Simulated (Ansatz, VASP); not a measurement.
Two plane-wave programs on CdS5

```
Cd S
1.0
     6.66960    0.00000    0.00000
    -3.33480    5.77604    0.00000
     0.00000    0.00000    3.17405
Cd S
1 5
Cartesian
  0.0000 0.0000 0.0000
  0.0000 3.8507 0.0000
  3.3348 1.9253 0.0000
  3.3348 0.0000 1.5870
  1.6674 2.8880 1.5870
  -1.6674 2.8880 1.5870
```

Change from the starting cell: species swapped into the LaCo5 type (P6/mmm, No. 191).

Alike in both runs: functional PBE; k mesh 3 × 3 × 6; occupations gaussian, width 0.1 eV; no spin polarisation.

Ansatz relaxed the structure, and its values are those at the end. VASP's run is a single point on that final structure, the one shown.

|  | VASP | Ansatz |
| --- | --- | --- |
| version | VASP 6.6.1 | Ansatz 0.2.0 |
| potentials or method | VASP PAW PBE potentials, release 64 (Cd, S), cutoff 520 eV | scalar-relativistic, plane waves, PAW |
| valence electrons in the cell | 42 | 50 |

|  | VASP | Ansatz | Ansatz less VASP |
| --- | --- | --- | --- |
| gap on the k mesh at the Fermi level (eV) | none | none | - |
| pressure (GPa) | 0.0 | 0.1 | +0.10 |

A gap of «none» marks a metal or a gap that the smearing closes. VASP's potentials hold 42 valence electrons a cell and Ansatz's 50, so a difference there can come from the potentials and not from the codes.

The k mesh is coarse, so the values compare programs but aren't converged.
